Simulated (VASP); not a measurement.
# Pd (Fm-3m) in VASP: notebook

Runs on Pd. Level: PBE. Tasks: single point.

Everything below comes from runs of VASP 6.6.1. Logs are shortened: lines on timing, memory, paths and dates and some standing lists are left out, and cuts for length are marked.

### 1 The cell of the first run

The structure is cubic, space group Fm-3m (No. 225). Conventional cell: a = 3.944 Å, b = 3.944 Å, c = 3.944 Å, α = 90.00°, β = 90.00°, γ = 90.00°. Pd (site symmetry m-3m) has 12 Pd at 2.79 Å within 3.7 Å.

### 2 Single point, PBE

INCAR reads:

```
PREC     = Accurate       # precision mode
ENCUT    = 500            # plane-wave cutoff, eV
EDIFF    = 1E-6           # SCF threshold, eV
ISMEAR   = -1             # smearing method
SIGMA    = 0.05           # smearing width, eV
LREAL    = F              # projectors in reciprocal space
LASPH    = T              # aspherical terms in the spheres
NELM     = 120            # most SCF steps
ALGO     = Normal         # electronic algorithm
ISIF     = 2              # what is computed and relaxed
LWAVE    = F              # write WAVECAR
LCHARG   = F              # write CHGCAR
GGA      = PE             # functional
NBANDS   = 11             # bands
GGA_COMPAT= F
```

KPOINTS reads:

```
regular mesh
0
Gamma
  19 19 19
```

POSCAR reads:

```
Pd
1.0
    0.0000000000      1.9720287097      1.9720287097
    1.9720287097      0.0000000000      1.9720287097
    1.9720287097      1.9720287097      0.0000000000
Pd
1
Direct
    0.0000000000      0.0000000000      0.0000000000
```

Potentials or basis: VASP PAW PBE potentials, release 64 (Pd).

The run is started by

```bash
> cat potpaw_PBE.64/Pd/POTCAR > POTCAR
> mpirun -np 1 vasp_std > vasp.out
```

OUTCAR:

```text
PREC = Accurate
   ENCUT = 500
   EDIFF = 1E-6
   ISMEAR = -1
   LREAL = F
   LASPH = T
   NELM = 120
   ISIF = 2
   GGA = PE

 ion  position               nearest neighbor table
   1  0.000  0.000  0.000-

  LATTYP: Found a face centered cubic cell.
 ALAT       =     3.9440574194

  Lattice vectors:

 A1 = (   0.0000000000,   1.9720287097,   1.9720287097)
 A2 = (   1.9720287097,   0.0000000000,   1.9720287097)
 A3 = (   1.9720287097,   1.9720287097,   0.0000000000)

Analysis of symmetry for initial positions (statically):
=====================================================================
 Subroutine PRICEL returns:
 Original cell was already a primitive cell.

 Routine SETGRP: Setting up the symmetry group for a
 face centered cubic supercell.

 Subroutine GETGRP returns: Found 48 space group operations
 (whereof 48 operations were pure point group operations)
 out of a pool of 48 trial point group operations.

The static configuration has the point symmetry O_h .

Analysis of symmetry for dynamics (positions and initial velocities):
=====================================================================
 Subroutine PRICEL returns:
 Original cell was already a primitive cell.

 Routine SETGRP: Setting up the symmetry group for a
 face centered cubic supercell.

 Subroutine GETGRP returns: Found 48 space group operations
 (whereof 48 operations were pure point group operations)
 out of a pool of 48 trial point group operations.

The dynamic configuration has the point symmetry O_h .

 Subroutine INISYM returns: Found 48 space group operations
 (whereof 48 operations are pure point group operations),
 and found     1 'primitive' translations

----------------------------------------------------------------------------------------

                                     Primitive cell

  volume of cell :      15.3380

  direct lattice vectors                    reciprocal lattice vectors
     0.000000000  1.972028710  1.972028710    -0.253546004  0.253546004  0.253546004
     1.972028710  0.000000000  1.972028710     0.253546004 -0.253546004  0.253546004
     1.972028710  1.972028710  0.000000000     0.253546004  0.253546004 -0.253546004

  length of vectors
     2.788869747  2.788869747  2.788869747     0.439154562  0.439154562  0.439154562

  position of ions in fractional coordinates (direct lattice)
[... 75 lines left out ...]
   ENCUT  =  500.0 eV  36.75 Ry    6.06 a.u.   5.08  5.08  5.08*2*pi/ulx,y,z
   NELM   =    120;   NELMIN=  2; NELMDL= -5     # of ELM steps
   EDIFF  = 0.1E-05   stopping-criterion for ELM
   LREAL  =      F    real-space projection
   EDIFFG = 0.1E-04   stopping-criterion for IOM
   NSW    =      0    number of steps for IOM
   IBRION =     -1    ionic relax: 0-MD 1-quasi-New 2-CG
   NFREE  =      0    steps in history (QN), initial steepest desc. (CG)
   ISIF   =      2    stress and relaxation
   ISYM   =      2    0-nonsym 1-usesym 2-fastsym
   POTIM  = 0.5000    time-step for ionic-motion
   TEBEG  =    0.0;   TEEND  =   0.0 temperature during run
   PSTRESS=    0.0 pullay stress
   NELECT =      10.0000    total number of electrons
   NUPDOWN=      -1.0000    fix difference up-down
   EMIN   =  10.00;   EMAX   =-10.00  energy-range for DOS
   EFERMI =   0.00;   METHOD = LEGACY
   ISMEAR =    -1;   SIGMA  =   0.05  broadening in eV -4-tet -1-fermi 0-gaus
   EFERMI_NEDOS =   21; number of points for ismear=-14 and -15
   IALGO  =     38    algorithm
   IMIX   =      4    mixing-type and parameters
     AMIX     =   0.40;   BMIX     =  1.00
     AMIX_MAG =   1.60;   BMIX_MAG =  1.00
  volume/ion in A,a.u.               =      15.34       103.51
  Fermi-wavevector in a.u.,A,eV,Ry     =   1.419553  2.682566 27.417516  2.015131
  Thomas-Fermi vector in A             =   2.540561
   LORBIT       =      0    0 simple, 1 ext, 2 COOP (PROOUT), +10 PAW based schemes
   GGA     = PE    functional components
   LHFCALC =     F    Hartree Fock is set to
   AEXX    =    0.0000 exact exchange contribution
   IVDW    =     0    specifies the selected vdW correction
   LEPSILON=     F    determine dielectric tensor
   LRPA    =     F    only Hartree local field effects (RPA)
 non-spin polarized calculation
  energy-cutoff  :      500.00
  volume of cell :       15.34
 maximum number of plane-waves:       399
   NGX = 11   NGY = 11   NGZ = 11

 number of electron      10.0000000 magnetization

 number of electron       9.9999995 magnetization

 Free energy of the ion-electron system (eV)
  ---------------------------------------------------
  ext. energy  EPLUGINS =         0.00000000
  ---------------------------------------------------
  free energy    TOTEN  =        -5.22557679 eV

  energy without entropy =       -5.20541313  energy(sigma->0) =       -5.21549496

 E-fermi :   9.1547     XC(G=0): -12.9408

 val. band max:        9.1526184022   @ k =  -0.4737   0.4211   0.1053
 cond. band min:       9.1550726559   @ k =   0.4737   0.4211   0.0526
 fundamental gap:      0.0024542537
 Fermi energy:         9.1547292797

 k-point     1 :       0.0000    0.0000    0.0000
  band No.  band energies     occupation
      1       2.2963      2.00000
      2       6.4782      2.00000
      3       6.4782      2.00000
      4       6.4782      2.00000
      5       7.9881      2.00000
      6       7.9881      2.00000
      7      26.3038      0.00000
      8      30.8576      0.00000
      9      30.8576      0.00000
     10      30.8576      0.00000
     11      35.4757      0.00000
[... 309 lines left out ...]
 k-point    24 :      -0.2632    0.0526    0.0000
  band No.  band energies     occupation
      1       4.1958      2.00000
      2       6.5517      2.00000
      3       6.7637      2.00000
      4       6.7680      2.00000
      5       8.0763      2.00000
      6       8.5901      1.99998
      7      22.2652      0.00000
      8      26.9819      0.00000
      9      30.6440      0.00000
     10      33.5465      0.00000
     11      33.7476      0.00000

 [... further k-points ...]
[... 5 lines left out ...]
  --------------------------------------------------------------------------------------
  -------------------------------------------------------------------------------------
  Total       -0.0220886     -0.0220886     -0.0220886      0.0000000     -0.0000000      0.0000000
  in kB       -2.3073228     -2.3073228     -2.3073228      0.0000000     -0.0000000      0.0000000
  external PRESSURE =      -2.3073228 kB  Pullay stress =       0.0000000 kB

 VOLUME and BASIS-vectors are now :
 -----------------------------------------------------------------------------
  energy-cutoff  :      500.00
  volume of cell :       15.34
      direct lattice vectors                 reciprocal lattice vectors
     0.000000000  1.972028710  1.972028710    -0.253546004  0.253546004  0.253546004
     1.972028710  0.000000000  1.972028710     0.253546004 -0.253546004  0.253546004
     1.972028710  1.972028710  0.000000000     0.253546004  0.253546004 -0.253546004

 POSITION                                       TOTAL-FORCE (eV/Angst)
 -----------------------------------------------------------------------------------
      0.00000      0.00000      0.00000         0.000000     -0.000000      0.000000
 -----------------------------------------------------------------------------------
    total drift:                                0.000000      0.000000      0.000000

  FREE ENERGIE OF THE ION-ELECTRON SYSTEM (eV)
  ---------------------------------------------------
  free  energy   TOTEN  =        -5.2255767888 eV

  energy  without entropy=       -5.2054131265  energy(sigma->0) =       -5.21549496
```

OSZICAR:

```text
N       E                     dE             d eps       ncg     rms          rms(c)
DAV:   1     0.417924797650E+02    0.41792E+02   -0.49924E+03  4864   0.818E+02
DAV:   2    -0.491569300957E+01   -0.46708E+02   -0.45038E+02  5503   0.179E+02
DAV:   3    -0.549152210729E+01   -0.57583E+00   -0.56941E+00  5832   0.210E+01
DAV:   4    -0.549429456732E+01   -0.27725E-02   -0.27720E-02  5758   0.155E+00
DAV:   5    -0.549432721679E+01   -0.32649E-04   -0.32650E-04  6385   0.148E-01    0.695E+00
DAV:   6    -0.523638334414E+01    0.25794E+00   -0.11368E+00  5926   0.859E+00    0.340E+00
DAV:   7    -0.522877466986E+01    0.76087E-02   -0.79695E-03  6103   0.667E-01    0.186E+00
DAV:   8    -0.522557147450E+01    0.32032E-02   -0.92339E-04  6003   0.212E-01    0.436E-02
DAV:   9    -0.522557350505E+01   -0.20306E-05   -0.21015E-05  6334   0.383E-02    0.147E-02
DAV:  10    -0.522557707314E+01   -0.35681E-05   -0.24624E-06  5987   0.147E-02    0.309E-03
DAV:  11    -0.522557678876E+01    0.28438E-06   -0.23518E-08  3893   0.149E-03
   1 F= -.52255768E+01 E0= -.52154950E+01  d E =-.201637E-01
```

Wall time 29 s (1 thread of Intel Xeon Platinum 8488C (Sapphire Rapids), shared host); peak memory 0.15 GiB.

What came out:

```
Free energy            : -5.2256 eV
Pressure               : -0.2 GPa
Band gap on the k mesh : zero (band 5 reaches 9.39 eV, above the bottom of band 6 at 7.93 eV)
```

### 3 Single point, PBE

This run uses another cell than the first one: it holds 2 atoms, not 1.

INCAR reads:

```
SYSTEM = Pd
ALGO     = Normal         ! electronic algorithm
EDIFF    = 1E-6           ! SCF threshold, eV
ENCUT    = 500            ! plane-wave cutoff, eV
GGA      = PE             ! functional
GGA_COMPAT= .FALSE.      
ISIF     = 2              ! what is computed and relaxed
ISMEAR   = -1             ! smearing method
LASPH    = .TRUE.         ! aspherical terms in the spheres
LCHARG   = .FALSE.        ! write CHGCAR
LREAL    = .FALSE.        ! projectors in reciprocal space
LWAVE    = .FALSE.        ! write WAVECAR
NBANDS   = 17             ! bands
NELM     = 120            ! most SCF steps
PREC     = Accurate       ! precision mode
SIGMA    = 0.05           ! smearing width, eV
```

KPOINTS reads:

```
k-points
0
G
  12 12 8
  0 0 0
```

POSCAR reads:

```
Pd
1.0
    1.9720287097      1.9720287097      0.0000000000
   -1.9720287097      1.9720287097      0.0000000000
    0.0000000000      0.0000000000      3.9440574195
Pd
2
Direct
    0.0000000000      0.0000000000      0.0000000000
    0.5000000000      0.5000000000      0.5000000000
```

Potentials or basis: VASP PAW PBE potentials, release 64 (Pd).

The run is started by

```bash
> cat potpaw_PBE.64/Pd/POTCAR > POTCAR
> mpirun -np 1 vasp_std > vasp.out
```

Wall time 50 s (1 thread of Intel Xeon Platinum 8488C (Sapphire Rapids), shared host); peak memory 0.17 GiB.

Results (log left out):

```yaml
Free_energy: -10.4564 eV
Pressure: -0.4 GPa
Band_gap_on_the_k_mesh: zero (band 10 reaches 9.40 eV, above the bottom of band 11 at 8.38 eV)
```

Levels at points of the mesh, in eV from the Fermi level:
| k point | band 7 | band 8 | band 9 | band 10 | band 11 | band 12 | band 13 | band 14 |
| --- | --- | --- | --- | --- | --- | --- | --- | --- |
| (0.00, 0.00, 0.00) | -1.15 | -1.15 | -0.05 | 0.27 | 0.27 | 3.36 | 10.38 | 13.00 |
| (0.50, 0.00, 0.00) | -1.76 | -1.76 | -1.20 | -1.20 | 2.24 | 2.24 | 12.31 | 12.31 |
| (0.50, 0.50, 0.00) | 0.27 | 0.27 | 0.27 | 0.27 | 3.36 | 3.36 | 10.38 | 10.38 |
| (0.00, 0.00, 0.50) | -1.46 | -1.46 | -1.46 | -1.46 | -0.63 | -0.63 | 17.73 | 17.73 |
| (0.50, 0.00, 0.50) | -0.03 | -0.03 | -0.03 | -0.03 | 1.11 | 1.11 | 7.02 | 7.02 |
| (0.50, 0.50, 0.50) | -1.24 | -1.24 | 0.27 | 0.27 | 8.69 | 8.69 | 8.69 | 8.69 |
